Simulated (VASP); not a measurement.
# C (P-1) in VASP: further runs, part 2 of 3

VASP 6.6.1.

### 3 Single point, PBEsol+D3(BJ)

The input, INCAR:

```
PREC = Accurate
ENCUT = 520
EDIFF = 1E-6
ISMEAR = 0
SIGMA = 0.05
LREAL = F
LASPH = T
NELM = 100
ALGO = Normal
ISIF = 2
LWAVE = F
LCHARG = F
GGA = PS
IVDW = 12
NBANDS = 11
```

The input, KPOINTS:

```
regular mesh
0
Gamma
  15 15 15
```

The input, POSCAR:

```
C
1.0
    1.2188450278      0.7037005049      3.2557198513
   -1.2188450278      0.7037005049      3.2557198513
    0.0000000000     -1.4074010098      3.2557198513
C
2
Direct
    0.1503108337      0.1828563987      0.1665836162
    0.8496891663      0.8171436013      0.8334163838
```

Potentials or basis: VASP PAW PBE potentials, release 64 (C).

Launch:

```bash
$ cat potpaw_PBE.64/C/POTCAR > POTCAR
$ mpirun -np 1 vasp_std > vasp.out
```

OUTCAR:

```text
PREC = Accurate
   ENCUT = 520
   EDIFF = 1E-6
   ISMEAR = 0
   LREAL = F
   LASPH = T
   NELM = 100
   ISIF = 2
   GGA = PS
   IVDW = 12
 IVDW          = 12

 ion  position               nearest neighbor table
   1  0.150  0.183  0.167-   2 1.34   2 1.41   2 1.48
   2  0.850  0.817  0.833-   1 1.34   1 1.41   1 1.48

  LATTYP: Found a trigonal (rhomboedric) cell.
 ALAT       =     3.5468985540
 COS(alpha) =     0.7638274378

  Lattice vectors:

 A1 = (   1.2188450278,   0.7037005049,   3.2557198513)
 A2 = (  -1.2188450278,   0.7037005049,   3.2557198513)
 A3 = (   0.0000000000,  -1.4074010098,   3.2557198513)

Analysis of symmetry for initial positions (statically):
=====================================================================
 Subroutine PRICEL returns:
 Original cell was already a primitive cell.

 Routine SETGRP: Setting up the symmetry group for a
 trigonal (rhombohedral) supercell.

 Subroutine GETGRP returns: Found  2 space group operations
 (whereof  2 operations were pure point group operations)
 out of a pool of 12 trial point group operations.

The static configuration has the point symmetry S_2 .

Analysis of symmetry for dynamics (positions and initial velocities):
=====================================================================
 Subroutine PRICEL returns:
 Original cell was already a primitive cell.

 Routine SETGRP: Setting up the symmetry group for a
 trigonal (rhombohedral) supercell.

 Subroutine GETGRP returns: Found  2 space group operations
 (whereof  2 operations were pure point group operations)
 out of a pool of 12 trial point group operations.

The dynamic configuration has the point symmetry S_2 .

 Subroutine INISYM returns: Found  2 space group operations
 (whereof  2 operations are pure point group operations),
 and found     1 'primitive' translations

----------------------------------------------------------------------------------------

                                     Primitive cell

  volume of cell :      16.7546

  direct lattice vectors                    reciprocal lattice vectors
     1.218845028  0.703700505  3.255719851     0.410224424  0.236843182  0.102383912
    -1.218845028  0.703700505  3.255719851    -0.410224424  0.236843182  0.102383912
     0.000000000 -1.407401010  3.255719851     0.000000000 -0.473686364  0.102383912

  length of vectors
     3.546898554  3.546898554  3.546898554     0.484624841  0.484624841  0.484624841

  position of ions in fractional coordinates (direct lattice)
     0.150310834  0.182856399  0.166583616
     0.849689166  0.817143601  0.833416384

  ion indices of the primitive-cell ions
   primitive index   ion index
                 1           1
                 2           2

----------------------------------------------------------------------------------------

 KPOINTS: regular mesh

Automatic generation of k-mesh.
 Grid dimensions read from file:
 generate k-points for:   15   15   15

 Generating k-lattice:

  Cartesian coordinates                     Fractional coordinates (reciprocal lattice)
     0.027348295  0.015789545  0.006825594     0.066666667 -0.000000000 -0.000000000
    -0.027348295  0.015789545  0.006825594    -0.000000000  0.066666667 -0.000000000
     0.000000000 -0.031579091  0.006825594    -0.000000000 -0.000000000  0.066666667

  Length of vectors
[... 38 lines left out ...]
   number of dos      NEDOS =    301   number of ions     NIONS =      2
   total plane-waves  NPLWV =  21952
   dimension x,y,z NGX =    28 NGY =   28 NGZ =   28
   dimension x,y,z NGXF=    56 NGYF=   56 NGZF=   56
   ions per type =               2
   NGX,Y,Z   is equivalent  to a cutoff of  13.12, 13.12, 13.12 a.u.
   NGXF,Y,Z  is equivalent  to a cutoff of  26.25, 26.25, 26.25 a.u.
 SYSTEM =  unknown system
   PREC   = accura    normal or accurate (medium, high low for compatibility)
   ISTART =      0    job   : 0-new  1-cont  2-samecut
   ICHARG =      2    charge: 1-file 2-atom 10-const
   ISPIN  =      1    spin polarized calculation?
   LNONCOLLINEAR =      F non collinear calculations
   LSORBIT =      F    spin-orbit coupling
   LASPH  =      T    aspherical Exc in radial PAW
   ENCUT  =  520.0 eV  38.22 Ry    6.18 a.u.   6.59  6.59  6.59*2*pi/ulx,y,z
   NELM   =    100;   NELMIN=  2; NELMDL= -5     # of ELM steps
   EDIFF  = 0.1E-05   stopping-criterion for ELM
   LREAL  =      F    real-space projection
   EDIFFG = 0.1E-04   stopping-criterion for IOM
   NSW    =      0    number of steps for IOM
   IBRION =     -1    ionic relax: 0-MD 1-quasi-New 2-CG
   NFREE  =      0    steps in history (QN), initial steepest desc. (CG)
   ISIF   =      2    stress and relaxation
   ISYM   =      2    0-nonsym 1-usesym 2-fastsym
   POTIM  = 0.5000    time-step for ionic-motion
   TEBEG  =    0.0;   TEEND  =   0.0 temperature during run
   PSTRESS=    0.0 pullay stress
   NELECT =       8.0000    total number of electrons
   NUPDOWN=      -1.0000    fix difference up-down
   EMIN   =  10.00;   EMAX   =-10.00  energy-range for DOS
   EFERMI =   0.00;   METHOD = LEGACY
   ISMEAR =     0;   SIGMA  =   0.05  broadening in eV -4-tet -1-fermi 0-gaus
   EFERMI_NEDOS =   21; number of points for ismear=-14 and -15
   IALGO  =     38    algorithm
   IMIX   =      4    mixing-type and parameters
     AMIX     =   0.40;   BMIX     =  1.00
     AMIX_MAG =   1.60;   BMIX_MAG =  1.00
  volume/ion in A,a.u.               =       8.38        56.53
  Fermi-wavevector in a.u.,A,eV,Ry     =   1.279558  2.418014 22.276390  1.637268
  Thomas-Fermi vector in A             =   2.412036
   LORBIT       =      0    0 simple, 1 ext, 2 COOP (PROOUT), +10 PAW based schemes
   GGA     = PS    functional components
   LHFCALC =     F    Hartree Fock is set to
   AEXX    =    0.0000 exact exchange contribution
   IVDW    =    12    specifies the selected vdW correction
   LEPSILON=     F    determine dielectric tensor
   LRPA    =     F    only Hartree local field effects (RPA)
 non-spin polarized calculation
 Gauss-broadening in eV      SIGMA  =   0.05
  energy-cutoff  :      520.00
  volume of cell :       16.75
 maximum number of plane-waves:       464
   NGX = 13   NGY = 13   NGZ = 13

 number of electron       8.0000000 magnetization

 Free energy of the ion-electron system (eV)
  ---------------------------------------------------
  ext. energy  EPLUGINS =         0.00000000
  ---------------------------------------------------
  free energy    TOTEN  =       -19.08164184 eV

  energy without entropy =      -19.08163649  energy(sigma->0) =      -19.08163916

 E-fermi :   5.0926     XC(G=0): -10.8210

 val. band max:        5.0248328675   @ k =   0.0000  -0.3333   0.2667
 cond. band min:       5.1603166431   @ k =   0.4000   0.0667  -0.2667
 fundamental gap:      0.1354837756
 Fermi energy:         5.0925931104

 k-point     1 :       0.0000    0.0000    0.0000
  band No.  band energies     occupation
      1     -14.8577      2.00000
      2      -1.5708      2.00000
      3       0.9459      2.00000
      4       3.4009      2.00000
      5       9.2523      0.00000
      6      12.0689      0.00000
      7      15.2093      0.00000
      8      16.8879      0.00000
      9      18.6948      0.00000
     10      27.9240      0.00000
     11      31.3226      0.00000
[... 309 lines left out ...]
 k-point    24 :      -0.0667    0.0000   -0.0667
  band No.  band energies     occupation
      1     -14.7439      2.00000
      2      -1.5006      2.00000
      3       0.6065      2.00000
      4       3.0678      2.00000
      5       9.4903      0.00000
      6      12.5529      0.00000
      7      15.1827      0.00000
      8      16.4541      0.00000
      9      18.9287      0.00000
     10      28.2967      0.00000
     11      30.6140      0.00000

 [... further k-points ...]

------------------------ aborting loop because EDIFF is reached ----------------------------------------

 Edisp (eV)   -0.22689

 E8    (eV) :    -0.1103

  FORCE on cell =-STRESS in cart. coord.  units (eV):
  Direction    XX          YY          ZZ          XY          YZ          ZX
  --------------------------------------------------------------------------------------
  -------------------------------------------------------------------------------------
  Total       1.93928     1.76621     0.03826    -1.22471    -0.00320    -0.00636
  in kB     185.44532   168.89589     3.65895  -117.11370    -0.30553    -0.60845
  external pressure =      119.33 kB  Pullay stress =        0.00 kB

 VOLUME and BASIS-vectors are now :
 -----------------------------------------------------------------------------
  energy-cutoff  :      520.00
  volume of cell :       16.75
      direct lattice vectors                 reciprocal lattice vectors
     1.218845028  0.703700505  3.255719851     0.410224424  0.236843182  0.102383912
    -1.218845028  0.703700505  3.255719851    -0.410224424  0.236843182  0.102383912
     0.000000000 -1.407401010  3.255719851     0.000000000 -0.473686364  0.102383912

 POSITION                                       TOTAL-FORCE (eV/Angst)
 -----------------------------------------------------------------------------------
     -0.03967     -0.00000      1.62705         4.661947     -0.472661      0.005623
      0.03967      0.00000      8.14011        -4.661947      0.472661     -0.005623
 -----------------------------------------------------------------------------------
    total drift:                                0.000000     -0.000000     -0.000000

  FREE ENERGIE OF THE ION-ELECTRON SYSTEM (eV)
  ---------------------------------------------------
  free  energy   TOTEN  =       -19.3085274618 eV

  energy  without entropy=      -19.3085221164  energy(sigma->0) =      -19.30852479
```

Run time: 3 min. Hardware: 1 thread of Intel Xeon 6975P-C (Granite Rapids), shared host; peak memory 0.37 GiB.

What came out:

```
Free energy                : -19.3085 eV
Pressure                   : 11.9 GPa
Largest force              : 4.686 eV/Å
Band gap on the k mesh     : 0.14 eV, indirect (least direct gap 0.25 eV)
Dispersion energy per atom : -0.113 eV
```

Forces on the atoms (eV/Å):
```
C    4.662 -0.473  0.006
C   -4.662  0.473 -0.006
```

Caveat: the PAW data sets were made with another functional, which shifts forces and pressure a little. A k mesh can miss the band edges.

### 4 Single point, PBEsol+D3(BJ)

This run uses another cell than the first one, of 8.59 Å³/atom, 1.025 times its volume.

INCAR: that of step 3 with these lines changed.

```diff
@@ -7,3 +7,3 @@
 LASPH = T
-NELM = 100
+NELM = 60
 ALGO = Normal
```

KPOINTS is that of step 3.

The input, POSCAR:

```
C
1.0
    1.2290461105      0.7095901028      3.2829684898
   -1.2290461105      0.7095901028      3.2829684898
    0.0000000000     -1.4191802055      3.2829684898
C
2
Direct
    0.1421744425      0.1909927899      0.1665836162
    0.8578255575      0.8090072101      0.8334163838
```

Launch:

```bash
$ cat potpaw_PBE.64/C/POTCAR > POTCAR
$ mpirun -np 1 vasp_std > vasp.out
```

Run time: 2.8 min. Hardware: 1 thread of Intel Xeon 6975P-C (Granite Rapids), shared host; peak memory 0.38 GiB.

It converged, with:

* Free energy: -19.1086 eV
* Pressure: 7.5 GPa
* Largest force: 6.698 eV/Å
* Band gap on the k mesh: 0.09 eV, indirect (least direct gap 0.18 eV)
* Dispersion energy per atom: -0.113 eV

Forces in eV/Å, atoms in the order of the input:
```
C    6.623 -1.000  0.002
C   -6.623  1.000 -0.002
```

Stress tensor (GPa, compression positive):
```
 13.04 -15.29  -0.06
-15.29   9.66   0.03
 -0.06   0.03  -0.07
```

Levels at points of the mesh, in eV from the valence-band top:
| k point | band 2 | band 3 | band 4 | band 5 | band 6 | band 7 |
| --- | --- | --- | --- | --- | --- | --- |
| (0.00, 0.00, 0.00) | -6.44 | -4.57 | -0.94 | 4.32 | 6.19 | 10.71 |

Caveat: the PAW data sets were made with another functional, which shifts forces and pressure a little. A k mesh can miss the band edges.

(Part 2 of 3 ends here.)
